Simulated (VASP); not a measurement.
Runs of VASP 6.6.1 on InP. The structure is that of space group F-43m (No. 216), or close to it. The cells are those of the table. 

| task | cell | gap on the mesh (eV) | pressure (GPa) |
| --- | --- | --- | --- |
| single point | a = 4.192, b = 4.192, c = 4.150 Å, angles 60.3, 60.3, 59.3°, 2 atoms | 0.55 | 1.6 |
| relaxation of the atoms | atoms relaxed from a = 4.171, b = 4.171, c = 4.150 Å, angles 60.2, 60.2, 59.7°, 2 atoms | 0.62 | 2.3 |
| relaxation of the atoms | atoms relaxed from a = 4.129, b = 4.129, c = 4.150 Å, angles 59.8, 59.8, 60.3°, 2 atoms | (b) | 3.7 |
| relaxation of the atoms | atoms relaxed from a = 4.065 Å, angles 60.0°, 2 atoms | 1.03 | 8.2 |
| single point | a = 4.122 Å, angles 60.0°, 2 atoms | 0.80 | (a) |

Alike in all rows: level PBE; potentials or basis VASP PAW PBE potentials, release 64 (In_d, P); no spin polarisation; k mesh 13 × 13 × 13; cutoff (eV) 520; smearing fermi-dirac 0.02 eV.

Fill in the values left out.

(a) 4.5; (b) 0.71.

Caveats: spin-orbit coupling is left out, which moves the levels of the heavy elements; the relaxation stopped at its first step, so nothing moved (at least some runs); the cell stands under pressure (at least some runs).

A k mesh can miss the band edges, and the runs leave out spin-orbit coupling on In.
